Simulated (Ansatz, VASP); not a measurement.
# Two plane-wave programs on ZnNi

```
CELL_PARAMETERS angstrom
2.63385 0.00000 0.00000
0.00000 2.63385 0.00000
0.00000 0.00000 3.18415
ATOMIC_POSITIONS crystal
Zn 0.50000 0.50000 0.50000
Ni 0.00000 0.00000 0.00000
```

Alike in both runs: task relaxation of cell and atoms; functional LDA; k mesh 16 × 16 × 14; occupations gaussian, width 0.1 eV; no spin polarisation.

|  | VASP | Ansatz |
| --- | --- | --- |
| version | VASP 6.6.1 | Ansatz 0.2.0 |
| potentials or method | VASP PAW LDA potentials, release 64 (Zn, Ni), cutoff 600 eV | scalar-relativistic, plane waves, PAW |
| valence electrons in the cell | 22 | 30 |

|  | VASP | Ansatz | Ansatz less VASP |
| --- | --- | --- | --- |
| gap on the k mesh at the Fermi level, each at its own relaxed structure (eV) | none | none | - |
| relaxed volume (Å³/atom) | 11.10 | 11.04 | -0.052 |
| relaxed cell length with the largest relative difference (Å) | 2.639 | 2.634 | -0.0052 |

LDA's correlation is that of Perdew and Zunger in VASP and of Perdew and Wang (1992) in Ansatz. A gap of «none» marks a metal or a gap that the smearing closes. VASP's potentials hold 22 valence electrons a cell and Ansatz's 30, so a difference there can come from the potentials and not from the codes.
